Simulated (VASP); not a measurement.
A run of VASP 6.6.1:

File INCAR:

```
PREC     = Accurate       # precision mode
ENCUT    = 520            # plane-wave cutoff, eV
EDIFF    = 1E-6           # SCF threshold, eV
ISMEAR   = 0              # smearing method
SIGMA    = 0.15           # smearing width, eV
LREAL    = False          # projectors in reciprocal space
LASPH    = True           # aspherical terms in the spheres
NELM     = 60             # most SCF steps
ALGO     = Fast           # electronic algorithm
ISIF     = 2              # what is computed and relaxed
LWAVE    = False          # write WAVECAR
LCHARG   = False          # write CHGCAR
GGA      = PE             # functional
NBANDS   = 10             # bands
```

Contents of KPOINTS:

```
Automatic mesh
0
Gamma
  22 22 22
```

Contents of POSCAR:

```
Ir
1.0
    0.0000000000      1.9676925000      2.0156850000
    1.9676925000      0.0000000000      2.0156850000
    1.9676925000      1.9676925000      0.0000000000
Ir
1
Direct
    0.0000000000      0.0000000000      0.0000000000
```

Potentials or basis: VASP PAW PBE potentials, release 64 (Ir).

Launch:

```sh
$ cat potpaw_PBE.64/Ir/POTCAR > POTCAR
$ mpirun -np 1 vasp_std > vasp.out
```

Hardware: 1 thread of Intel(R) Xeon(R) Platinum 8488C (Sapphire Rapids), with other jobs on the host.

How long does it take, and how much memory?

Run time: 78 s on 1 thread of Intel(R) Xeon(R) Platinum 8488C (Sapphire Rapids), on a shared host, peak memory 0.26 GiB. Counts: scf iterations 15, k points 834.
